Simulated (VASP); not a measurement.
# Al in VASP: notebook

Al is run at these levels: PBE; tasks: relaxation of cell and atoms, single point.

Everything below comes from runs of VASP 6.6.1. Logs are shortened: lines on timing, memory, paths and dates and some standing lists are left out, and cuts for length are marked.

## 1. The cell of the first run

Symmetry: P6_3/mmc, No. 194, hexagonal system. Conventional cell: a = 2.841 Å, b = 2.841 Å, c = 9.496 Å, α = 90.00°, β = 90.00°, γ = 120.00°. Within 3.7 Å of Al (site symmetry -3m) lie 12 Al at 2.84 to 2.89 Å. Within 3.7 Å of Al (site symmetry -6m2) lie 12 Al at 2.84 to 2.89 Å.

This isn't the form of Al at room conditions, which is fcc.

## 2. Relaxation of cell and atoms, PBE

The input, INCAR:

```
PREC     = Accurate       # precision mode
ENCUT    = 600            # plane-wave cutoff, eV
EDIFF    = 1E-6           # SCF threshold, eV
ISMEAR   = 0              # smearing method
SIGMA    = 0.1            # smearing width, eV
LREAL    = F              # projectors in reciprocal space
LASPH    = T              # aspherical terms in the spheres
NELM     = 100            # most SCF steps
ALGO     = Fast           # electronic algorithm
ISIF     = 3              # what is computed and relaxed
LWAVE    = F              # write WAVECAR
LCHARG   = F              # write CHGCAR
GGA      = PE             # functional
IBRION   = 2              # ionic algorithm
NSW      = 100            # ionic steps
EDIFFG   = -0.01          # ionic threshold
```

The input, KPOINTS:

```
regular mesh
0
Gamma
  18 18 6
```

The input, POSCAR:

```
Al
1.0
    2.8405892829      0.0000000000      0.0000000000
   -1.4202946414      2.4600224807      0.0000000000
    0.0000000000      0.0000000000      9.4960250402
Al
4
Direct
    0.0000000000      0.0000000000      0.5000000000
    0.6666666667      0.3333333333      0.7500000000
    0.0000000000      0.0000000000      0.0000000000
    0.3333333333      0.6666666667      0.2500000000
```

Potentials or basis: VASP PAW PBE potentials, release 64 (Al).

Command:

```
cat potpaw_PBE.64/Al/POTCAR > POTCAR
mpirun -np 1 vasp_std > vasp.out
```

OUTCAR:

```text
PREC = Accurate
   ENCUT = 600
   EDIFF = 1E-6
   ISMEAR = 0
   LREAL = F
   LASPH = T
   NELM = 100
   ISIF = 3
   GGA = PE
   IBRION = 2
   NSW = 100
   EDIFFG = -0.01

 ion  position               nearest neighbor table
   1  0.000  0.000  0.500-   2 2.89   4 2.89   4 2.89   2 2.89   2 2.89   4 2.89
   2  0.667  0.333  0.750-   1 2.89   3 2.89   1 2.89   3 2.89   1 2.89   3 2.89
   3  0.000  0.000  0.000-   2 2.89   4 2.89   4 2.89   2 2.89   2 2.89   4 2.89
   4  0.333  0.667  0.250-   1 2.89   3 2.89   1 2.89   3 2.89   1 2.89   3 2.89

  LATTYP: Found a hexagonal cell.
 ALAT       =     2.8405892829
 C/A-ratio  =     3.3429771412

  Lattice vectors:

 A1 = (   2.8405892829,   0.0000000000,   0.0000000000)
 A2 = (  -1.4202946414,   2.4600224807,   0.0000000000)
 A3 = (   0.0000000000,   0.0000000000,   9.4960250402)

Analysis of symmetry for initial positions (statically):
=====================================================================
 Subroutine PRICEL returns:
 Original cell was already a primitive cell.

 Routine SETGRP: Setting up the symmetry group for a
 hexagonal supercell.

 Subroutine GETGRP returns: Found 24 space group operations
 (whereof 12 operations were pure point group operations)
 out of a pool of 24 trial point group operations.

The static configuration has the point symmetry D_3d.
 The point group associated with its full space group is D_6h.

Analysis of symmetry for dynamics (positions and initial velocities):
=====================================================================
 Subroutine PRICEL returns:
 Original cell was already a primitive cell.

 Routine SETGRP: Setting up the symmetry group for a
 hexagonal supercell.

 Subroutine GETGRP returns: Found 24 space group operations
 (whereof 12 operations were pure point group operations)
 out of a pool of 24 trial point group operations.

The dynamic configuration has the point symmetry D_3d.
 The point group associated with its full space group is D_6h.

 Subroutine INISYM returns: Found 24 space group operations
 (whereof 12 operations are pure point group operations),
 and found     1 'primitive' translations

----------------------------------------------------------------------------------------

                                     Primitive cell

  volume of cell :      66.3574

  direct lattice vectors                    reciprocal lattice vectors
     2.840589283  0.000000000  0.000000000     0.352039630  0.203250175  0.000000000
    -1.420294641  2.460022481  0.000000000     0.000000000  0.406500350  0.000000000
     0.000000000  0.000000000  9.496025040     0.000000000  0.000000000  0.105307220

  length of vectors
     2.840589283  2.840589283  9.496025040     0.406500350  0.406500350  0.105307220

  position of ions in fractional coordinates (direct lattice)
     0.000000000  0.000000000  0.500000000
     0.666666667  0.333333333  0.750000000
     0.000000000  0.000000000  0.000000000
     0.333333333  0.666666667  0.250000000

  ion indices of the primitive-cell ions
   primitive index   ion index
                 1           1
                 2           2
                 3           3
                 4           4

----------------------------------------------------------------------------------------

 KPOINTS: regular mesh

Automatic generation of k-mesh.
 Grid dimensions read from file:
 generate k-points for:   18   18    6

 Generating k-lattice:

  Cartesian coordinates                     Fractional coordinates (reciprocal lattice)
     0.019557757  0.011291676  0.000000000     0.055555556  0.000000000  0.000000000
     0.000000000  0.022583353  0.000000000     0.000000000  0.055555556  0.000000000
     0.000000000  0.000000000  0.017551203     0.000000000  0.000000000  0.166666667

  Length of vectors
     0.022583353  0.022583353  0.017551203

  Shift w.r.t. Gamma in fractional coordinates (k-lattice)
     0.000000000  0.000000000  0.000000000

 Subroutine IBZKPT returns following result:
 ===========================================

 Found    148 irreducible k-points:

 Following reciprocal coordinates:
            Coordinates               Weight
  0.000000  0.000000  0.000000      1.000000
  0.055556 -0.000000  0.000000      6.000000
  0.111111 -0.000000  0.000000      6.000000
  0.166667 -0.000000  0.000000      6.000000
  0.222222 -0.000000  0.000000      6.000000
  0.277778  0.000000  0.000000      6.000000
[... 16 lines left out ...]
  0.333333  0.111111  0.000000     12.000000
  0.388889  0.111111  0.000000     12.000000
 [... further k-points ...]
   k-points           NKPTS =    148   k-points in BZ     NKDIM =    148   number of bands    NBANDS=     10
   number of dos      NEDOS =    301   number of ions     NIONS =      4
   total plane-waves  NPLWV =  46080
   dimension x,y,z NGX =    24 NGY =   24 NGZ =   80
   dimension x,y,z NGXF=    48 NGYF=   48 NGZF=  160
   ions per type =               4
   NGX,Y,Z   is equivalent  to a cutoff of  14.05, 14.05, 14.01 a.u.
   NGXF,Y,Z  is equivalent  to a cutoff of  28.09, 28.09, 28.01 a.u.
 SYSTEM =  unknown system
   PREC   = accura    normal or accurate (medium, high low for compatibility)
   ISTART =      0    job   : 0-new  1-cont  2-samecut
   ICHARG =      2    charge: 1-file 2-atom 10-const
   ISPIN  =      1    spin polarized calculation?
   LNONCOLLINEAR =      F non collinear calculations
   LSORBIT =      F    spin-orbit coupling
   LASPH  =      T    aspherical Exc in radial PAW
   ENCUT  =  600.0 eV  44.10 Ry    6.64 a.u.   5.67  5.67 18.97*2*pi/ulx,y,z
   NELM   =    100;   NELMIN=  2; NELMDL= -5     # of ELM steps
   EDIFF  = 0.1E-05   stopping-criterion for ELM
   LREAL  =      F    real-space projection
   EDIFFG = -.1E-01   stopping-criterion for IOM
   NSW    =    100    number of steps for IOM
   IBRION =      2    ionic relax: 0-MD 1-quasi-New 2-CG
   NFREE  =      1    steps in history (QN), initial steepest desc. (CG)
   ISIF   =      3    stress and relaxation
   ISYM   =      2    0-nonsym 1-usesym 2-fastsym
   POTIM  = 0.5000    time-step for ionic-motion
   TEBEG  =    0.0;   TEEND  =   0.0 temperature during run
   PSTRESS=    0.0 pullay stress
   NELECT =      12.0000    total number of electrons
   NUPDOWN=      -1.0000    fix difference up-down
   EMIN   =  10.00;   EMAX   =-10.00  energy-range for DOS
   EFERMI =   0.00;   METHOD = LEGACY
   ISMEAR =     0;   SIGMA  =   0.10  broadening in eV -4-tet -1-fermi 0-gaus
   EFERMI_NEDOS =   21; number of points for ismear=-14 and -15
   IALGO  =     68    algorithm
   IMIX   =      4    mixing-type and parameters
     AMIX     =   0.40;   BMIX     =  1.00
     AMIX_MAG =   1.60;   BMIX_MAG =  1.00
  volume/ion in A,a.u.               =      16.59       111.95
  Fermi-wavevector in a.u.,A,eV,Ry     =   0.925775  1.749461 11.661001  0.857059
  Thomas-Fermi vector in A             =   2.051666
   LORBIT       =      0    0 simple, 1 ext, 2 COOP (PROOUT), +10 PAW based schemes
   GGA     = PE    functional components
   LHFCALC =     F    Hartree Fock is set to
   AEXX    =    0.0000 exact exchange contribution
   IVDW    =     0    specifies the selected vdW correction
   LEPSILON=     F    determine dielectric tensor
   LRPA    =     F    only Hartree local field effects (RPA)
 conjugate gradient relaxation of ions
 non-spin polarized calculation
 RMM-DIIS sequential band-by-band and
 Gauss-broadening in eV      SIGMA  =   0.10
  energy-cutoff  :      600.00
  volume of cell :       66.36
 maximum number of plane-waves:      2241
 NGX is ok and might be reduce to    24

--------------------------------------- Ionic step        1  -------------------------------------------

 number of electron      12.0000000 magnetization

 Free energy of the ion-electron system (eV)
  ---------------------------------------------------
  ext. energy  EPLUGINS =         0.00000000
  ---------------------------------------------------
  free energy    TOTEN  =       -14.93343577 eV

  energy without entropy =      -14.92436765  energy(sigma->0) =      -14.92890171

------------------------ aborting loop because EDIFF is reached ----------------------------------------

  FORCE on cell =-STRESS in cart. coord.  units (eV):
  Direction    XX          YY          ZZ          XY          YZ          ZX
  --------------------------------------------------------------------------------------
  -------------------------------------------------------------------------------------
  Total        0.2027670      0.2027670     -0.6051110      0.0000000     -0.0000000     -0.0000000
  in kB        4.8957424      4.8957424    -14.6102022      0.0000000     -0.0000000     -0.0000000
  external PRESSURE =      -1.6062391 kB  Pullay stress =       0.0000000 kB
[... 175 lines left out ...]
  energy  without entropy=      -14.9308980938  energy(sigma->0) =      -14.93454023

--------------------------------------- Ionic step        6  -------------------------------------------

 number of electron      12.0000000 magnetization

 Free energy of the ion-electron system (eV)
  ---------------------------------------------------
  ext. energy  EPLUGINS =         0.00000000
  ---------------------------------------------------
  free energy    TOTEN  =       -14.93821134 eV

  energy without entropy =      -14.93093023  energy(sigma->0) =      -14.93457079

 E-fermi :   7.9636     XC(G=0): -10.1863

 val. band max:        7.9270351380   @ k =   0.2778   0.2778   0.0000
 cond. band min:       7.9841699556   @ k =   0.3889   0.1667   0.1667
 fundamental gap:      0.0571348175
 Fermi energy:         7.9635829120

 k-point     1 :       0.0000    0.0000    0.0000
  band No.  band energies     occupation
      1      -3.1467      2.00000
      2      -1.4776      2.00000
      3      -1.4707      2.00000
      4       3.3552      2.00000
      5       3.5154      2.00000
      6      11.2823      0.00000
      7      11.2938      0.00000
      8      18.6996      0.00000
      9      18.6996      0.00000
     10      18.8915      0.00000
[... 287 lines left out ...]
 k-point    24 :       0.3889    0.1111    0.0000
  band No.  band energies     occupation
      1       1.7726      2.00000
      2       3.3650      2.00000
      3       3.3727      2.00000
      4       4.3305      2.00000
      5       5.9503      2.00000
      6       5.9845      2.00000
      7       8.0519      0.21171
      8       8.3906      0.00000
      9      10.3012      0.00000
     10      10.5355      0.00000

 [... further k-points ...]

------------------------ aborting loop because EDIFF is reached ----------------------------------------

  FORCE on cell =-STRESS in cart. coord.  units (eV):
  Direction    XX          YY          ZZ          XY          YZ          ZX
  --------------------------------------------------------------------------------------
  -------------------------------------------------------------------------------------
  Total       -0.0202701     -0.0202701      0.0010106     -0.0000000      0.0000000     -0.0000000
  in kB       -0.4905412     -0.4905412      0.0244571     -0.0000000      0.0000000     -0.0000000
  external PRESSURE =      -0.3188751 kB  Pullay stress =       0.0000000 kB
[... 19 lines left out ...]
  FREE ENERGIE OF THE ION-ELECTRON SYSTEM (eV)
  ---------------------------------------------------
  free  energy   TOTEN  =       -14.9382113435 eV

  energy  without entropy=      -14.9309302306  energy(sigma->0) =      -14.93457079

 reached required accuracy - stopping structural energy minimisation
```

Run time: 5.7 min. Hardware: 1 thread of AMD EPYC 7R13, shared host; peak memory 0.24 GiB.

Results:

| Quantity | Value |
| --- | --- |
| Free energy | -14.9382 eV |
| Relaxed volume | 16.55 Å³/atom |
| Relaxed cell | a = 2.855 Å, b = 2.855 Å, c = 9.381 Å, α = 90.00°, β = 90.00°, γ = 120.00° |
| Space group after relaxing (to 0.1 Å) | P6_3/mmc (No. 194) |
| Energy gained by relaxing | 1.2 meV/atom |
| Ionic steps | 6 |
| Pressure after relaxing | 0.0 GPa |
| Band gap on the k mesh | zero (bands 6 and 7 overlap by 5.38 eV) |

Step by step:
```tsv
step	energy change (eV)	largest force (eV/Å)	pressure (GPa)	volume (Å³)
1	0.0000	0.0000	-0.16	66.36
2	-0.0039	0.0000	-0.01	66.20
3	-0.0047	0.0000	0.11	66.09
4	-0.0047	0.0000	0.11	66.08
5	-0.0047	0.0000	0.12	66.08
6	-0.0048	0.0000	-0.03	66.21
```

Final structure:
```xyz
4
Lattice="2.8547 0.0000 0.0000 -1.4273 2.4722 0.0000 0.0000 0.0000 9.3810" Properties=species:S:1:pos:R:3 pbc="T T T"
Al    0.0000    0.0000    4.6905
Al    1.4273    0.8241    7.0358
Al    0.0000    0.0000    0.0000
Al    0.0000    1.6481    2.3453
```

## 3. Single point, PBE

This run uses another cell than the first one: it holds 8 atoms, not 4.

The input, INCAR:

```
SYSTEM = Al
  ALGO = Fast
  EDIFF = 1E-6
  ENCUT = 520
  GGA = PE
  ISIF = 2
  ISMEAR = 0
  LASPH = .True.
  LCHARG = .False.
  LREAL = .False.
  LWAVE = .False.
  NBANDS = 22
  NELM = 100
  PREC = Accurate
  SIGMA = 0.2
```

The input, KPOINTS:

```
k-points
0
Gamma
  12 12 2
  0 0 0
```

The input, POSCAR:

```
Al
1.0
    2.8751210388      0.0049623821      0.0033407799
   -1.4331908528      2.4753267634     -0.0082277718
    0.0244393851     -0.0513308061     18.5935533209
Al
8
Direct
   -0.0002805459     -0.0003846731      0.2499995028
    0.0001566841      1.0002493677      0.7500008618
    0.6659725277      0.3320179290      0.3750021253
    0.6663182180      0.3337962109      0.8749957055
    0.0001551050      0.0012993417     -0.0000035955
   -0.0000379265     -0.0012437542      0.5000027992
    0.3338254348      0.6676704829      0.1249987671
    0.3338905028      0.6665950951      0.6250038339
```

Potentials or basis: VASP PAW PBE potentials, release 64 (Al).

Command:

```
cat potpaw_PBE.64/Al/POTCAR > POTCAR
mpirun -np 1 vasp_std > vasp.out
```

It took 9.9 min on 1 thread of AMD EPYC 7R13, shared host; peak memory 0.43 GiB.

Results (log left out):

```
Free energy            : -29.8875 eV
Pressure               : 0.0 GPa
Band gap on the k mesh : zero (bands 12 and 13 overlap by 5.32 eV)
```

Stress tensor (GPa, compression positive):
```
-0.08 -0.04 -0.02
-0.04  0.02  0.03
-0.02  0.03  0.01
```

Levels at points of the mesh, in eV from the Fermi level:
| k point | band 10 | band 11 | band 12 | band 13 | band 14 | band 15 |
| --- | --- | --- | --- | --- | --- | --- |
| (0.00, 0.00, 0.00) | -0.74 | -0.74 | 3.59 | 3.61 | 8.48 | 8.48 |
| (0.50, 0.00, 0.00) | -3.26 | -1.85 | -1.84 | -1.20 | -1.19 | 0.83 |
| (0.00, 0.50, 0.00) | -3.18 | -1.84 | -1.74 | -1.19 | -1.08 | 0.89 |
| (0.50, 0.50, 0.00) | -3.21 | -1.86 | -1.77 | -1.21 | -1.11 | 0.86 |
| (0.00, 0.00, 0.50) | -2.65 | 1.35 | 1.35 | 5.99 | 5.99 | 10.55 |
| (0.50, 0.00, 0.50) | -2.70 | -2.60 | -2.60 | -0.26 | -0.26 | -0.13 |
| (0.00, 0.50, 0.50) | -2.65 | -2.53 | -2.53 | -0.22 | -0.22 | -0.05 |
| (0.50, 0.50, 0.50) | -2.68 | -2.56 | -2.55 | -0.24 | -0.24 | -0.08 |
